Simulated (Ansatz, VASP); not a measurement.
Two plane-wave programs on Cu

The input POSCAR:

```
Cu
1.0
    0.0000000000      1.7887710136      1.7887710136
    1.7887710136      0.0000000000      1.7887710136
    1.7887710136      1.7887710136      0.0000000000
Cu
1
Direct
    0.0000000000      0.0000000000      0.0000000000
```

The input INCAR.step1:

```
SYSTEM = Cu
PREC = Accurate
ENCUT = 520
ISMEAR = -4
SIGMA = 0.1
LREAL = .False.
LASPH = .True.
NELM = 80
NBANDS = 12
GGA = PE
ALGO = Normal
EDIFF = 1E-4
LWAVE = .True.
LCHARG = .False.
```

INCAR.step2

```
SYSTEM = Cu
PREC = Accurate
ENCUT = 520
EDIFF = 1E-6
ISMEAR = -4
SIGMA = 0.1
LREAL = .False.
LASPH = .True.
NELM = 80
ALGO = Normal
ISIF = 2
LWAVE = .False.
LCHARG = .False.
METAGGA = R2SCAN
LMIXTAU = .True.
NBANDS = 12
ISTART = 1
```

Contents of KPOINTS:

```
Automatic mesh
0
Gamma
  18 18 18
  0 0 0
```

Input for Ansatz:

```yaml
crystal:
  lattice:
    - [0.0, 1.78877101355, 1.78877101355]
    - [1.78877101355, 0.0, 1.78877101355]
    - [1.78877101355, 1.78877101355, 0.0]
  atoms:
    - { symbol: Cu, position: [0.0, 0.0, 0.0] }
kpoints:
  mp_grid: { grid: [18, 18, 18] }
scf:
  occupations: { method: tetrahedron_uncorrected }
  mixing: { algorithm: msr1, beta: 0.05 }
hamiltonian:
  xc: r2scan
  pseudopotentials: { kind: paw }
output:
  forces: true
  stress: true
  eigenvalues: true
  eigenstates:
    nscf_kmesh: { grid: [28, 28, 28] }
    de_dk: true
    e_range: [-14, 14]
  optics:
    e_range: [0, 25]
    de: 0.2
    sigma: 0.1
    bands: { spectra_wanted_up_to: 25 }
    nscf_kmesh: { grid: [28, 28, 28] }
    drude_damping: 0.05
checkpoint:
  write: ck
  write_wavefunctions: false
```

Alike in both runs: task single point; functional r2SCAN; k mesh 18 × 18 × 18; no spin polarisation.

|  | VASP | Ansatz |
| --- | --- | --- |
| version | VASP 6.6.1 | Ansatz 0.2.0 |
| potentials or method | VASP PAW PBE potentials, release 64 (Cu) | PAW with Ansatz's default frozen-core files, scalar-relativistic |
| plane-wave cutoff (eV) | 520 | 500 |
| occupations | tetrahedron | tetrahedron-uncorrected |
| valence electrons in the cell | 11 | 19 |

```csv
,VASP,Ansatz,Ansatz less VASP
pressure (GPa),0.5,0.0,-0.49
```

VASP's potentials were made for PBE, not for r2SCAN. VASP's potentials hold 11 valence electrons a cell and Ansatz's 19, so a difference there can come from the potentials and not from the codes. Ansatz's warnings: band table not solved further, optics band completion, optics on partly filled bands.
